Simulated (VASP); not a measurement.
# HfS2 (P-3m1) in VASP: a series of runs

Runs on HfS2. Level: PBE+D3(BJ). Tasks: single point.

All numbers are computed with VASP 6.6.1; they aren't measurements. Logs are shortened: lines on timing, memory, paths and dates and some standing lists are left out, and cuts for length are marked.

### 1 The cell of the first run

It takes space group P-3m1 (No. 164, trigonal). The conventional cell has a = 3.606 Å, b = 3.606 Å, c = 5.540 Å, α = 90.00°, β = 90.00°, γ = 120.00°. Hf (site symmetry -3m) has 6 S at 2.51 Å within 3.3 Å. Within 3.3 Å of S (site symmetry 3m) lie 3 Hf at 2.51 Å.

### 2 Single point, PBE+D3(BJ) (strain -0.0400 x Voigt [0, 0, 1, 0, 0, 0])

INCAR

```
SYSTEM = HfS2
ALGO = Normal
EDIFF = 1E-6
ENCUT = 500
GGA = PE
GGA_COMPAT = .FALSE.
ISIF = 2
ISMEAR = 0
IVDW = 12
LASPH = .TRUE.
LCHARG = .TRUE.
LELF = .TRUE.
LREAL = .FALSE.
LVHAR = .TRUE.
LWAVE = .FALSE.
NBANDS = 18
NELM = 120
PREC = Accurate
SIGMA = 0.05
```

KPOINTS

```
k-points
0
G
  12 12 6
  0 0 0
```

POSCAR

```
HfS2
1.0
    3.6058628441      0.0000000000      0.0000000000
   -1.8029314221      3.1227688256      0.0000000000
    0.0000000000      0.0000000000      5.5395722387
Hf S
1 2
Direct
    0.0000000000      0.0000000000      0.0000000000
    0.6666666667      0.3333333333      0.7476059866
    0.3333333333      0.6666666667      0.2523940134
```

Potentials or basis: VASP PAW PBE potentials, release 64 (Hf_pv, S).

The run is started by

```bash
$ cat potpaw_PBE.64/Hf_pv/POTCAR potpaw_PBE.64/S/POTCAR > POTCAR
$ mpirun -np 1 vasp_std > vasp.out
```

OUTCAR:

```text
SYSTEM = HfS2
   EDIFF = 1E-6
   ENCUT = 500
   GGA = PE
   ISIF = 2
   ISMEAR = 0
   IVDW = 12
   LASPH = .TRUE.
   LREAL = .FALSE.
   NELM = 120
   PREC = Accurate
 IVDW          = 12

 ion  position               nearest neighbor table
   1  0.000  0.000  0.000-   2 2.51   3 2.51   2 2.51   3 2.51   2 2.51   3 2.51
   2  0.667  0.333  0.748-   1 2.51   1 2.51   1 2.51
   3  0.333  0.667  0.252-   1 2.51   1 2.51   1 2.51

  LATTYP: Found a hexagonal cell.
 ALAT       =     3.6058628441
 C/A-ratio  =     1.5362681495

  Lattice vectors:

 A1 = (   3.6058628441,   0.0000000000,   0.0000000000)
 A2 = (  -1.8029314221,   3.1227688256,   0.0000000000)
 A3 = (   0.0000000000,   0.0000000000,   5.5395722387)

Analysis of symmetry for initial positions (statically):
=====================================================================
 Subroutine PRICEL returns:
 Original cell was already a primitive cell.

 Routine SETGRP: Setting up the symmetry group for a
 hexagonal supercell.

 Subroutine GETGRP returns: Found 12 space group operations
 (whereof 12 operations were pure point group operations)
 out of a pool of 24 trial point group operations.

The static configuration has the point symmetry D_3d.

Analysis of symmetry for dynamics (positions and initial velocities):
=====================================================================
 Subroutine PRICEL returns:
 Original cell was already a primitive cell.

 Routine SETGRP: Setting up the symmetry group for a
 hexagonal supercell.

 Subroutine GETGRP returns: Found 12 space group operations
 (whereof 12 operations were pure point group operations)
 out of a pool of 24 trial point group operations.

The dynamic configuration has the point symmetry D_3d.

 Subroutine INISYM returns: Found 12 space group operations
 (whereof 12 operations are pure point group operations),
 and found     1 'primitive' translations

----------------------------------------------------------------------------------------

                                     Primitive cell

  volume of cell :      62.3771

  direct lattice vectors                    reciprocal lattice vectors
     3.605862844  0.000000000  0.000000000     0.277326133  0.160114318  0.000000000
[... 84 lines left out ...]
   LSORBIT =      F    spin-orbit coupling
   LASPH  =      T    aspherical Exc in radial PAW
   ENCUT  =  500.0 eV  36.75 Ry    6.06 a.u.   6.57  6.57 10.10*2*pi/ulx,y,z
   NELM   =    120;   NELMIN=  2; NELMDL= -5     # of ELM steps
   EDIFF  = 0.1E-05   stopping-criterion for ELM
   LREAL  =      F    real-space projection
   EDIFFG = 0.1E-04   stopping-criterion for IOM
   NSW    =      0    number of steps for IOM
   IBRION =     -1    ionic relax: 0-MD 1-quasi-New 2-CG
   NFREE  =      0    steps in history (QN), initial steepest desc. (CG)
   ISIF   =      2    stress and relaxation
   ISYM   =      2    0-nonsym 1-usesym 2-fastsym
   POTIM  = 0.5000    time-step for ionic-motion
   TEBEG  =    0.0;   TEEND  =   0.0 temperature during run
   PSTRESS=    0.0 pullay stress
   NELECT =      22.0000    total number of electrons
   NUPDOWN=      -1.0000    fix difference up-down
   EMIN   =  10.00;   EMAX   =-10.00  energy-range for DOS
   EFERMI =   0.00;   METHOD = LEGACY
   ISMEAR =     0;   SIGMA  =   0.05  broadening in eV -4-tet -1-fermi 0-gaus
   EFERMI_NEDOS =   21; number of points for ismear=-14 and -15
   IALGO  =     38    algorithm
   IMIX   =      4    mixing-type and parameters
     AMIX     =   0.40;   BMIX     =  1.00
     AMIX_MAG =   1.60;   BMIX_MAG =  1.00
  volume/ion in A,a.u.               =      20.79       140.31
  Fermi-wavevector in a.u.,A,eV,Ry     =   1.156664  2.185778 18.202855  1.337872
  Thomas-Fermi vector in A             =   2.293282
   LORBIT       =      0    0 simple, 1 ext, 2 COOP (PROOUT), +10 PAW based schemes
   GGA     = PE    functional components
   LHFCALC =     F    Hartree Fock is set to
   AEXX    =    0.0000 exact exchange contribution
   IVDW    =    12    specifies the selected vdW correction
   LEPSILON=     F    determine dielectric tensor
   LRPA    =     F    only Hartree local field effects (RPA)
 non-spin polarized calculation
 Gauss-broadening in eV      SIGMA  =   0.05
  energy-cutoff  :      500.00
  volume of cell :       62.38
 maximum number of plane-waves:      1612
 NGX is ok and might be reduce to    28
   NGX = 13   NGY = 13   NGZ = 21

 number of electron      21.9999999 magnetization

 Free energy of the ion-electron system (eV)
  ---------------------------------------------------
  ext. energy  EPLUGINS =         0.00000000
  ---------------------------------------------------
  free energy    TOTEN  =       -22.77796692 eV

  energy without entropy =      -22.77796692  energy(sigma->0) =      -22.77796692

 E-fermi :   4.4806     XC(G=0): -10.0305

 val. band max:        4.2869729712   @ k =   0.0000   0.0000   0.0000
 cond. band min:       5.1011136726   @ k =   0.5000   0.0000   0.5000
 fundamental gap:      0.8141407014
 Fermi energy:         4.4805563424

 k-point     1 :       0.0000    0.0000    0.0000
  band No.  band energies     occupation
      1     -26.6674      2.00000
      2     -26.5374      2.00000
      3     -26.5374      2.00000
      4      -9.4244      2.00000
      5      -7.3503      2.00000
      6      -1.1006      2.00000
[... 481 lines left out ...]
      5      -7.5389      2.00000
      6      -0.5725      2.00000
[... 10 lines left out ...]
     17      10.9620      0.00000
     18      11.8322      0.00000

 [... further k-points ...]

------------------------ aborting loop because EDIFF is reached ----------------------------------------

 Edisp (eV)   -1.06892

 E8    (eV) :    -0.4619

  FORCE on cell =-STRESS in cart. coord.  units (eV):
  Direction    XX          YY          ZZ          XY          YZ          ZX
  --------------------------------------------------------------------------------------
  -------------------------------------------------------------------------------------
  Total       0.98411     0.98411     2.13795    -0.00000     0.00000     0.00000
  in kB      25.27722    25.27722    54.91407    -0.00000     0.00000     0.00000
  external pressure =       35.16 kB  Pullay stress =        0.00 kB

 VOLUME and BASIS-vectors are now :
 -----------------------------------------------------------------------------
  energy-cutoff  :      500.00
  volume of cell :       62.38
      direct lattice vectors                 reciprocal lattice vectors
     3.605862844  0.000000000  0.000000000     0.277326133  0.160114318  0.000000000
    -1.802931422  3.122768826  0.000000000     0.000000000  0.320228635  0.000000000
     0.000000000  0.000000000  5.539572239     0.000000000  0.000000000  0.180519354

 POSITION                                       TOTAL-FORCE (eV/Angst)
 -----------------------------------------------------------------------------------
      0.00000      0.00000      0.00000        -0.000000      0.000000      0.000000
      1.80293      1.04092      4.14142        -0.000000      0.000000     -0.585277
     -0.00000      2.08185      1.39815         0.000000      0.000000      0.585277
 -----------------------------------------------------------------------------------
    total drift:                               -0.000000      0.000000      0.000000

  FREE ENERGIE OF THE ION-ELECTRON SYSTEM (eV)
  ---------------------------------------------------
  free  energy   TOTEN  =       -23.8468878390 eV

  energy  without entropy=      -23.8468878390  energy(sigma->0) =      -23.84688784
```

OSZICAR:

```text
N       E                     dE             d eps       ncg     rms          rms(c)
DAV:   1     0.888461541139E+02    0.88846E+02   -0.10776E+04  3600   0.106E+03
DAV:   2    -0.194074249940E+02   -0.10825E+03   -0.10507E+03  4700   0.233E+02
DAV:   3    -0.244393793353E+02   -0.50320E+01   -0.50126E+01  4734   0.432E+01
DAV:   4    -0.244972719144E+02   -0.57893E-01   -0.57856E-01  4902   0.542E+00
DAV:   5    -0.244983044095E+02   -0.10325E-02   -0.10324E-02  4706   0.682E-01    0.531E+01
DAV:   6    -0.228737984023E+02    0.16245E+01   -0.39446E+00  3994   0.976E+00    0.382E+01
DAV:   7    -0.228483022550E+02    0.25496E-01   -0.16701E+00  4394   0.724E+00    0.356E+00
DAV:   8    -0.227802920983E+02    0.68010E-01   -0.31188E-01  3906   0.305E+00    0.188E+00
DAV:   9    -0.227778192977E+02    0.24728E-02   -0.26178E-02  4478   0.959E-01    0.779E-01
DAV:  10    -0.227779080663E+02   -0.88769E-04   -0.27283E-03  4120   0.270E-01    0.498E-01
DAV:  11    -0.227779623995E+02   -0.54333E-04   -0.12401E-04  4682   0.750E-02    0.684E-02
DAV:  12    -0.227779655850E+02   -0.31855E-05   -0.17539E-05  4208   0.242E-02    0.180E-02
DAV:  13    -0.227779668115E+02   -0.12266E-05   -0.30147E-06  4416   0.963E-03    0.554E-03
DAV:  14    -0.227779669167E+02   -0.10521E-06   -0.53930E-07  2940   0.403E-03
   1 F= -.23846888E+02 E0= -.23846888E+02  d E =-.103503E-10
```

stdout:

```text
POSCAR found type information on POSCAR HfS
 POSCAR found :  2 types and       3 ions
 scaLAPACK will be used
 LDA part: xc-table for (Slater+PW92), standard interpolation
 POSCAR, INCAR and KPOINTS ok, starting setup
 FFT: planning ... GRIDC
 FFT: planning ... GRID_SOFT
 FFT: planning ... GRID
 WAVECAR not read
 entering main loop
```

Wall time 37 s (1 thread of Intel Xeon 6975P-C (Granite Rapids), shared host); peak memory 0.25 GiB.

What came out:

* Free energy: -23.8469 eV
* Pressure: 3.5 GPa
* Largest force: 0.585 eV/Å
* Band gap on the k mesh: 0.81 eV, indirect (least direct gap 1.65 eV)
* Dispersion energy per atom: -0.356 eV

Forces in eV/Å, atoms in the order of the input:
```
Hf   0.000  0.000  0.000
S    0.000  0.000 -0.585
S    0.000  0.000  0.585
```

Stress tensor (GPa, compression positive):
```
2.53 0.00 0.00
0.00 2.53 0.00
0.00 0.00 5.49
```

Caveat: the cell differs from its parent crystal (strain -0.0400 x Voigt [0, 0, 1, 0, 0, 0]); spin-orbit coupling is left out, which moves the levels of the heavy elements.

(Part 1 of 2 ends here.)
